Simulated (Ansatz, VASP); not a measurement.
**Al4GeRu in VASP and in Ansatz**

File INCAR:

```
PREC     = Accurate       # precision mode
ENCUT    = 600            # plane-wave cutoff, eV
EDIFF    = 1E-7           # SCF threshold, eV
ISMEAR   = 0              # smearing method
SIGMA    = 0.1            # smearing width, eV
LREAL    = F              # projectors in reciprocal space
LASPH    = T              # aspherical terms in the spheres
NELM     = 60             # most SCF steps
ALGO     = Fast           # electronic algorithm
ISIF     = 3              # what is computed and relaxed
LWAVE    = F              # write WAVECAR
LCHARG   = F              # write CHGCAR
GGA      = PE             # functional
IBRION   = 2              # ionic algorithm
NSW      = 100            # ionic steps
EDIFFG   = -0.01          # ionic threshold
```

The input KPOINTS:

```
regular mesh
0
Gamma
  10 10 10
```

Contents of POSCAR:

```
Al4GeRu
1.0
    0.0000000000      3.6413170264      3.6413170264
    3.6413170264      0.0000000000      3.6413170264
    3.6413170264      3.6413170264      0.0000000000
Al Ge Ru
4 1 1
Direct
    0.6242890264      0.6242890264      0.1271329209
    0.6242890264      0.1271329209      0.6242890264
    0.1271329209      0.6242890264      0.6242890264
    0.6242890264      0.6242890264      0.6242890264
    0.0000000000      0.0000000000      0.0000000000
    0.2500000000      0.2500000000      0.2500000000
```

Input for Ansatz:

```yaml
crystal:
  lattice:
    - [0.0, 3.6413170264, 3.6413170264]
    - [3.6413170264, 0.0, 3.6413170264]
    - [3.6413170264, 3.6413170264, 0.0]
  atoms:
    - { symbol: Al, position: [0.6242890264, 0.6242890264, 0.1271329209] }
    - { symbol: Al, position: [0.6242890264, 0.1271329209, 0.6242890264] }
    - { symbol: Al, position: [0.1271329209, 0.6242890264, 0.6242890264] }
    - { symbol: Al, position: [0.6242890264, 0.6242890264, 0.6242890264] }
    - { symbol: Ge, position: [0.0, 0.0, 0.0] }
    - { symbol: Ru, position: [0.25, 0.25, 0.25] }
basis:
  ecutwfc: 420
kpoints:
  mp_grid: { grid: [10, 10, 10] }
hamiltonian:
  xc: pbe
scf:
  occupations: { method: gaussian, width: 0.1 }
output:
  forces: true
  stress: true
  eigenvalues: true
relax:
  adjacent_minimum: "off"
  f_tol: 0.01
  max_steps: 80
  cell: { stress_tol: 0.05 }
```

Change from the starting cell: species swapped into the CaDyAl4 type (F-43m, No. 216).

Alike in both runs: task relaxation of cell and atoms; functional PBE; k mesh 10 × 10 × 10; occupations gaussian, width 0.1 eV; no spin polarisation.

|  | VASP | Ansatz |
| --- | --- | --- |
| version | VASP 6.6.1 | Ansatz 0.2.0 |
| potentials or method | VASP PAW PBE potentials, release 64 (Al, Ge_d, Ru_pv), cutoff 600 eV | scalar-relativistic, plane waves, PAW |
| valence electrons in the cell | 40 | 42 |

|  | VASP | Ansatz | Ansatz less VASP |
| --- | --- | --- | --- |
| gap on the k mesh at the Fermi level, each at its own relaxed structure (eV) | none | none | - |
| relaxed volume (Å³/atom) | 15.99 | 15.99 | -0.001 |
| relaxed cell length with the largest relative difference (Å) | 5.138 | 5.138 | -0.0001 |

A gap of «none» marks a metal or a gap that the smearing closes. VASP's potentials hold 40 valence electrons a cell and Ansatz's 42, so a difference there can come from the potentials and not from the codes.
